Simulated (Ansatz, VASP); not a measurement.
# One calculation of MnO2, two programs

```
Mn O
1.0
     2.87386    0.00000    0.00000
    -1.43693    2.48884    0.00000
     0.00000    0.00000   10.28944
Mn O
2 4
Direct
  0.00000 0.00000 0.50000
  0.00000 0.00000 0.00000
  0.66667 0.33333 0.40686
  0.66667 0.33333 0.09314
  0.33333 0.66667 0.59314
  0.33333 0.66667 0.90686
```

Change from the starting cell: volume scaled by 1.02.

Alike in both runs: task single point; functional PBEsol; k mesh 11 × 11 × 3; occupations fermi-dirac, width 0.05 eV; collinear spin.

```csv
,VASP,Ansatz
version,VASP 6.6.1,Ansatz 0.2.0
potentials or method,"VASP PAW PBE potentials, release 64 (Mn_pv, O), cutoff 520 eV","all-electron LAPW, scalar-relativistic"
```

Ansatz gave:

| Item | Value |
| --- | --- |
| gap on the k mesh at the Fermi level (eV) | 0.88 |
| least direct gap on the mesh (eV) | 0.93 |
| pressure (GPa) | -5.6 |
| traceless stress, the component that is largest in VASP (GPa) | 2.23 |
| rms of the force components (eV/Å) | 0.218 |
| net moment per atom (μB) | 1.00 |
| size of the moment on the site where the two differ most (μB) | 2.74 |

Question: Which values does VASP return?

Answer: gap on the k mesh at the Fermi level (eV): 0.84; least direct gap on the mesh (eV): 0.89; pressure (GPa): -4.8; traceless stress, the component that is largest in VASP (GPa): 1.89; rms of the force components (eV/Å): 0.182; net moment per atom (μB): 1.00; size of the moment on the site where the two differ most (μB): 2.85.

VASP's potentials were made for PBE, not for PBEsol. Site moments also hang on the region over which each program counts them. Atom by atom the forces differ by 0.036 eV/Å (rms over components). Ansatz ran all-electron here, and VASP with PAW potentials.
